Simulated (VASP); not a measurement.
# GeSe (Pnma) in VASP: relaxation of cell and atoms with PBEsol

Aim: the relaxation of cell and atoms of GeSe with PBEsol.

All numbers are computed with VASP 6.6.1; they aren't measurements. Logs are shortened: lines on timing, memory, paths and dates and some standing lists are left out, and cuts for length are marked.

### Step 1. The cell of the first run

The structure is orthorhombic, space group Pnma (No. 62). The conventional cell has a = 10.790 Å, b = 3.820 Å, c = 4.380 Å, α = 90.00°, β = 90.00°, γ = 90.00°. Within 3.4 Å of Ge (site symmetry m) lie 6 Se at 2.54 to 3.38 Å and 2 Ge at 3.37 Å. Se (site symmetry m) has 6 Ge at 2.54 to 3.38 Å within 3.4 Å.

### Step 2. Relaxation of cell and atoms, PBEsol

File INCAR:

```
  PREC = Accurate
  ENCUT = 500
  EDIFF = 1E-7
  ISMEAR = -1
  SIGMA = 0.02
  LREAL = False
  LASPH = True
  NELM = 120
  ALGO = Normal
  ISIF = 3
  LWAVE = False
  LCHARG = False
  GGA = PS
  IBRION = 2
  NSW = 80
  EDIFFG = -0.01
  GGA_COMPAT = False
  NELMIN = 4
  KPAR = 4
```

File KPOINTS:

```
regular mesh
0
Gamma
  4 8 6
```

File POSCAR:

```
GeSe
1.0
   10.7900000000      0.0000000000      0.0000000000
    0.0000000000      3.8200000000      0.0000000000
    0.0000000000      0.0000000000      4.3800000000
Ge Se
4 4
Direct
    0.1210000000      0.7500000000      0.8940000000
    0.6210000000      0.7500000000      0.6060000000
    0.3790000000      0.2500000000      0.3940000000
    0.8790000000      0.2500000000      0.1060000000
    0.8520000000      0.7500000000      0.4970000000
    0.3520000000      0.7500000000      0.0030000000
    0.6480000000      0.2500000000      0.9970000000
    0.1480000000      0.2500000000      0.5030000000
```

Potentials or basis: VASP PAW PBE potentials, release 64 (Ge_d, Se).

Command:

```bash
> cat potpaw_PBE.64/Ge_d/POTCAR potpaw_PBE.64/Se/POTCAR > POTCAR
> mpirun -np 4 vasp_std > vasp.out
```

OUTCAR:

```text
PREC = Accurate
   ENCUT = 500
   EDIFF = 1E-7
   ISMEAR = -1
   LREAL = False
   LASPH = True
   NELM = 120
   ISIF = 3
   GGA = PS
   IBRION = 2
   NSW = 80
   EDIFFG = -0.01
   NELMIN = 4

 ion  position               nearest neighbor table
   1  0.121  0.750  0.894-   6 2.54   8 2.58   8 2.58
   2  0.621  0.750  0.606-   5 2.54   7 2.58   7 2.58
   3  0.379  0.250  0.394-   8 2.54   6 2.58   6 2.58
   4  0.879  0.250  0.106-   7 2.54   5 2.58   5 2.58
   5  0.852  0.750  0.497-   2 2.54   4 2.58   4 2.58
   6  0.352  0.750  0.003-   1 2.54   3 2.58   3 2.58
   7  0.648  0.250  0.997-   4 2.54   2 2.58   2 2.58
   8  0.148  0.250  0.503-   3 2.54   1 2.58   1 2.58

  LATTYP: Found a simple orthorhombic cell.
 ALAT       =     3.8200000000
 B/A-ratio  =     1.1465968586
 C/A-ratio  =     2.8246073298

  Lattice vectors:

 A1 = (   0.0000000000,   3.8200000000,   0.0000000000)
 A2 = (   0.0000000000,   0.0000000000,   4.3800000000)
 A3 = (  10.7900000000,   0.0000000000,   0.0000000000)

Analysis of symmetry for initial positions (statically):
=====================================================================
 Subroutine PRICEL returns:
 Original cell was already a primitive cell.

 Routine SETGRP: Setting up the symmetry group for a
 simple orthorhombic supercell.

 Subroutine GETGRP returns: Found  8 space group operations
 (whereof  2 operations were pure point group operations)
 out of a pool of  8 trial point group operations.

The static configuration has the point symmetry S_2 .
 The point group associated with its full space group is D_2h.

Analysis of symmetry for dynamics (positions and initial velocities):
=====================================================================
 Subroutine PRICEL returns:
 Original cell was already a primitive cell.

 Routine SETGRP: Setting up the symmetry group for a
 simple orthorhombic supercell.

 Subroutine GETGRP returns: Found  8 space group operations
 (whereof  2 operations were pure point group operations)
 out of a pool of  8 trial point group operations.

The dynamic configuration has the point symmetry S_2 .
 The point group associated with its full space group is D_2h.

 Subroutine INISYM returns: Found  8 space group operations
 (whereof  2 operations are pure point group operations),
 and found     1 'primitive' translations

----------------------------------------------------------------------------------------

                                     Primitive cell

  volume of cell :     180.5340

  direct lattice vectors                    reciprocal lattice vectors
    10.790000000  0.000000000  0.000000000     0.092678406  0.000000000  0.000000000
     0.000000000  3.820000000  0.000000000     0.000000000  0.261780105  0.000000000
     0.000000000  0.000000000  4.380000000     0.000000000  0.000000000  0.228310502

  length of vectors
    10.790000000  3.820000000  4.380000000     0.092678406  0.261780105  0.228310502

  position of ions in fractional coordinates (direct lattice)
     0.121000000  0.750000000  0.894000000
     0.621000000  0.750000000  0.606000000
     0.379000000  0.250000000  0.394000000
     0.879000000  0.250000000  0.106000000
     0.852000000  0.750000000  0.497000000
     0.352000000  0.750000000  0.003000000
     0.648000000  0.250000000  0.997000000
     0.148000000  0.250000000  0.503000000

  ion indices of the primitive-cell ions
   primitive index   ion index
                 1           1
                 2           2
                 3           3
                 4           4
                 5           5
                 6           6
                 7           7
                 8           8

----------------------------------------------------------------------------------------

 KPOINTS: regular mesh

Automatic generation of k-mesh.
 Grid dimensions read from file:
 generate k-points for:    4    8    6

 Generating k-lattice:

  Cartesian coordinates                     Fractional coordinates (reciprocal lattice)
     0.023169601  0.000000000  0.000000000     0.250000000  0.000000000  0.000000000
     0.000000000  0.032722513  0.000000000     0.000000000  0.125000000  0.000000000
     0.000000000  0.000000000  0.038051750     0.000000000  0.000000000  0.166666667

  Length of vectors
     0.023169601  0.032722513  0.038051750

  Shift w.r.t. Gamma in fractional coordinates (k-lattice)
     0.000000000  0.000000000  0.000000000

 Subroutine IBZKPT returns following result:
 ===========================================

 Found     60 irreducible k-points:

 Following reciprocal coordinates:
            Coordinates               Weight
  0.000000  0.000000  0.000000      1.000000
  0.250000  0.000000  0.000000      2.000000
  0.500000  0.000000  0.000000      1.000000
  0.000000  0.125000  0.000000      2.000000
  0.250000  0.125000  0.000000      4.000000
  0.500000  0.125000  0.000000      2.000000
[... 16 lines left out ...]
  0.250000  0.250000  0.166667      8.000000
  0.500000  0.250000  0.166667      4.000000
 [... further k-points ...]
   k-points           NKPTS =     60   k-points in BZ     NKDIM =     60   number of bands    NBANDS=     48
   number of dos      NEDOS =    301   number of ions     NIONS =      8
   total plane-waves  NPLWV =  71680
   dimension x,y,z NGX =    80 NGY =   28 NGZ =   32
   dimension x,y,z NGXF=   160 NGYF=   56 NGZF=   64
   ions per type =               4   4
   NGX,Y,Z   is equivalent  to a cutoff of  12.33, 12.19, 12.15 a.u.
   NGXF,Y,Z  is equivalent  to a cutoff of  24.65, 24.37, 24.29 a.u.
 SYSTEM =  unknown system
   PREC   = accura    normal or accurate (medium, high low for compatibility)
   ISTART =      0    job   : 0-new  1-cont  2-samecut
   ICHARG =      2    charge: 1-file 2-atom 10-const
   ISPIN  =      1    spin polarized calculation?
   LNONCOLLINEAR =      F non collinear calculations
   LSORBIT =      F    spin-orbit coupling
   LASPH  =      T    aspherical Exc in radial PAW
   ENCUT  =  500.0 eV  36.75 Ry    6.06 a.u.  19.67  6.96  7.99*2*pi/ulx,y,z
   NELM   =    120;   NELMIN=  4; NELMDL= -5     # of ELM steps
   EDIFF  = 0.1E-06   stopping-criterion for ELM
   LREAL  =      F    real-space projection
   EDIFFG = -.1E-01   stopping-criterion for IOM
   NSW    =     80    number of steps for IOM
   IBRION =      2    ionic relax: 0-MD 1-quasi-New 2-CG
   NFREE  =      1    steps in history (QN), initial steepest desc. (CG)
   ISIF   =      3    stress and relaxation
   ISYM   =      2    0-nonsym 1-usesym 2-fastsym
   POTIM  = 0.5000    time-step for ionic-motion
   TEBEG  =    0.0;   TEEND  =   0.0 temperature during run
   PSTRESS=    0.0 pullay stress
   NELECT =      80.0000    total number of electrons
   NUPDOWN=      -1.0000    fix difference up-down
   EMIN   =  10.00;   EMAX   =-10.00  energy-range for DOS
   EFERMI =   0.00;   METHOD = LEGACY
   ISMEAR =    -1;   SIGMA  =   0.02  broadening in eV -4-tet -1-fermi 0-gaus
   EFERMI_NEDOS =   21; number of points for ismear=-14 and -15
   IALGO  =     38    algorithm
   IMIX   =      4    mixing-type and parameters
     AMIX     =   0.40;   BMIX     =  1.00
     AMIX_MAG =   1.60;   BMIX_MAG =  1.00
  volume/ion in A,a.u.               =      22.57       152.29
  Fermi-wavevector in a.u.,A,eV,Ry     =   1.248107  2.358580 21.194766  1.557771
  Thomas-Fermi vector in A             =   2.382209
   LORBIT       =      0    0 simple, 1 ext, 2 COOP (PROOUT), +10 PAW based schemes
   GGA     = PS    functional components
   LHFCALC =     F    Hartree Fock is set to
   AEXX    =    0.0000 exact exchange contribution
   IVDW    =     0    specifies the selected vdW correction
   LEPSILON=     F    determine dielectric tensor
   LRPA    =     F    only Hartree local field effects (RPA)
 conjugate gradient relaxation of ions
 non-spin polarized calculation
  energy-cutoff  :      500.00
  volume of cell :      180.53
 maximum number of plane-waves:      4628
 NGX is ok and might be reduce to    80
   NGX = 39   NGY = 13   NGZ = 15

--------------------------------------- Ionic step        1  -------------------------------------------

 number of electron      80.0000030 magnetization

 Free energy of the ion-electron system (eV)
  ---------------------------------------------------
  ext. energy  EPLUGINS =         0.00000000
  ---------------------------------------------------
  free energy    TOTEN  =       -36.96385894 eV

  energy without entropy =      -36.96385894  energy(sigma->0) =      -36.96385894

------------------------ aborting loop because EDIFF is reached ----------------------------------------

  FORCE on cell =-STRESS in cart. coord.  units (eV):
  Direction    XX          YY          ZZ          XY          YZ          ZX
  --------------------------------------------------------------------------------------
  -------------------------------------------------------------------------------------
  Total        0.6211299     -0.0450173     -0.7430633      0.0000000      0.0000000      0.0000000
  in kB        5.5123155     -0.3995134     -6.5944332      0.0000000      0.0000000      0.0000000
  external PRESSURE =      -0.4938770 kB  Pullay stress =       0.0000000 kB
[... 71 lines left out ...]
--------------------------------------- Ionic step        3  -------------------------------------------

 number of electron      79.9999981 magnetization

 E-fermi :   4.6999     XC(G=0): -10.2054

 val. band max:        4.4695649424   @ k =   0.0000   0.0000   0.3333
 cond. band min:       4.9164395939   @ k =   0.0000   0.0000   0.0000
 fundamental gap:      0.4468746515
 Fermi energy:         4.6998890857

 k-point     1 :       0.0000    0.0000    0.0000
  band No.  band energies     occupation
      1     -20.0768      2.00000
      2     -20.0734      2.00000
      3     -20.0716      2.00000
      4     -20.0715      2.00000
      5     -20.0701      2.00000
      6     -20.0696      2.00000
[... 1250 lines left out ...]
  FREE ENERGIE OF THE ION-ELECTRON SYSTEM (eV)
  ---------------------------------------------------
  free  energy   TOTEN  =       -36.9763888474 eV

  energy  without entropy=      -36.9763887451  energy(sigma->0) =      -36.97638880

[... ionic steps 4 to 24 ...]

--------------------------------------- Ionic step       25  -------------------------------------------

 number of electron      79.9999997 magnetization

------------------------ aborting loop because EDIFF is reached ----------------------------------------
[... 79 lines left out ...]
--------------------------------------- Ionic step       27  -------------------------------------------

 number of electron      79.9999999 magnetization

 Free energy of the ion-electron system (eV)
  ---------------------------------------------------
  ext. energy  EPLUGINS =         0.00000000
  ---------------------------------------------------
  free energy    TOTEN  =       -36.99602465 eV

  energy without entropy =      -36.99602372  energy(sigma->0) =      -36.99602419

 E-fermi :   4.9663     XC(G=0): -10.3373

 val. band max:        4.7839861347   @ k =   0.0000   0.0000   0.3333
 cond. band min:       5.1386665228   @ k =   0.0000   0.0000   0.0000
 fundamental gap:      0.3546803881
 Fermi energy:         4.9662781146

 k-point     1 :       0.0000    0.0000    0.0000
  band No.  band energies     occupation
      1     -19.8542      2.00000
      2     -19.8505      2.00000
      3     -19.8498      2.00000
      4     -19.8488      2.00000
      5     -19.8483      2.00000
      6     -19.8476      2.00000
[... 1250 lines left out ...]
  FREE ENERGIE OF THE ION-ELECTRON SYSTEM (eV)
  ---------------------------------------------------
  free  energy   TOTEN  =       -36.9960246493 eV

  energy  without entropy=      -36.9960237229  energy(sigma->0) =      -36.99602419

 reached required accuracy - stopping structural energy minimisation
```

Run time: 29 min. Hardware: 4 MPI ranks of Intel Xeon Platinum 8259CL at 2.50GHz (Skylake/Cascade Lake), shared host; peak memory 0.52 GiB.

Results:

```
Free energy                           : -36.9960 eV
Relaxed volume                        : 21.99 Å³/atom
Relaxed cell                          : a = 10.723 Å, b = 3.858 Å, c = 4.253 Å, α = 90.00°, β = 90.00°, γ = 90.00°
Space group after relaxing (to 0.1 Å) : Pnma (No. 62)
Energy gained by relaxing             : 4.0 meV/atom
Ionic steps                           : 27
Pressure after relaxing               : 0.0 GPa
Largest force after relaxing          : 0.006 eV/Å
Band gap on the k mesh                : 0.35 eV (least direct gap 0.74 eV)
```

Forces on the atoms (eV/Å):
```
Ge   0.006  0.000 -0.003
Ge   0.006  0.000  0.003
Ge  -0.006  0.000 -0.003
Ge  -0.006  0.000  0.003
Se  -0.001  0.000  0.000
Se  -0.001  0.000  0.000
Se   0.001  0.000  0.000
Se   0.001  0.000  0.000
```

The path:
| step | energy change (eV) | largest force (eV/Å) | pressure (GPa) | volume (Å³) |
| --- | --- | --- | --- | --- |
| 1 | 0.0000 | 0.2123 | -0.05 | 180.53 |
| 2 | -0.0116 | 0.0961 | -0.28 | 180.35 |
| 3 | -0.0125 | 0.0746 | -0.37 | 180.28 |
| 4 | -0.0205 | 0.0804 | -0.09 | 178.72 |
| 5 | -0.0264 | 0.0946 | 0.52 | 175.57 |
| 6 | -0.0302 | 0.0386 | 0.12 | 175.73 |
| 7 | -0.0302 | 0.0354 | 0.09 | 175.74 |
| 8 | -0.0302 | 0.0363 | 0.10 | 175.74 |
| 9 | -0.0306 | 0.0329 | 0.02 | 176.00 |
| 10 | -0.0308 | 0.0269 | -0.12 | 176.51 |
| 11 | -0.0310 | 0.0182 | -0.09 | 176.48 |
| 12 | -0.0311 | 0.0169 | -0.05 | 176.46 |
| 13 | -0.0311 | 0.0177 | -0.04 | 176.45 |
| 14 | -0.0312 | 0.0185 | -0.02 | 176.35 |
| 15 | -0.0314 | 0.0208 | 0.05 | 176.06 |
| 16 | -0.0315 | 0.0175 | 0.04 | 176.07 |
| 17 | -0.0316 | 0.0106 | -0.02 | 176.09 |
| 18 | -0.0315 | 0.0274 | -0.12 | 176.14 |
| 19 | -0.0316 | 0.0133 | -0.06 | 176.10 |
| 20 | -0.0317 | 0.0128 | -0.03 | 175.99 |
| 21 | -0.0317 | 0.0152 | 0.01 | 175.79 |
| 22 | -0.0317 | 0.0159 | 0.04 | 175.74 |
| 23 | -0.0318 | 0.0127 | 0.02 | 175.73 |
| 24 | -0.0319 | 0.0156 | 0.00 | 175.71 |
| 25 | -0.0320 | 0.0116 | 0.03 | 175.72 |
| 26 | -0.0321 | 0.0064 | 0.05 | 175.75 |
| 27 | -0.0322 | 0.0064 | 0.01 | 175.92 |

Final structure:
```
CELL_PARAMETERS angstrom
10.72297 0.00000 0.00000
0.00000 3.85769 0.00000
0.00000 0.00000 4.25271
ATOMIC_POSITIONS crystal
Ge 0.11941 0.75000 0.89522
Ge 0.61941 0.75000 0.60478
Ge 0.38059 0.25000 0.39522
Ge 0.88059 0.25000 0.10478
Se 0.85601 0.75000 0.50626
Se 0.35601 0.75000 0.99374
Se 0.64399 0.25000 0.00626
Se 0.14399 0.25000 0.49374
```

Caveat: the PAW data sets were made with another functional, which shifts forces and pressure a little.
